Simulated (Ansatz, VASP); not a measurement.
## CdTe: VASP beside Ansatz

```
CELL_PARAMETERS angstrom
0.00000 2.97882 2.97882
2.97882 0.00000 2.97882
2.97882 2.97882 0.00000
ATOMIC_POSITIONS crystal
Cd 0.00000 0.00000 0.00000
Te 0.50000 0.50000 0.50000
```

Alike in both runs: task single point; functional r2SCAN; k mesh 13 × 13 × 13; occupations fermi-dirac, width 0.05 eV; no spin polarisation.

```csv
,VASP,Ansatz
version,VASP 6.6.1,Ansatz 0.2.0
potentials or method,"VASP PAW PBE potentials, release 64 (Cd, Te)","PAW with other files of Ansatz's library (level accurate), scalar-relativistic"
plane-wave cutoff (eV),520,620
valence electrons in the cell,18,36
```

VASP gave:

| Item | Value |
| --- | --- |
| pressure (GPa) | 4.1 |

Q: Estimate Ansatz's values.

A: Pressure (GPa): 3.9.

VASP's potentials were made for PBE, not for r2SCAN. The functional is the same, so the differences come from potentials, cutoffs and numerics. VASP's potentials hold 18 valence electrons a cell and Ansatz's 36, so a difference there can come from the potentials and not from the codes.

Spin-orbit coupling is off throughout.
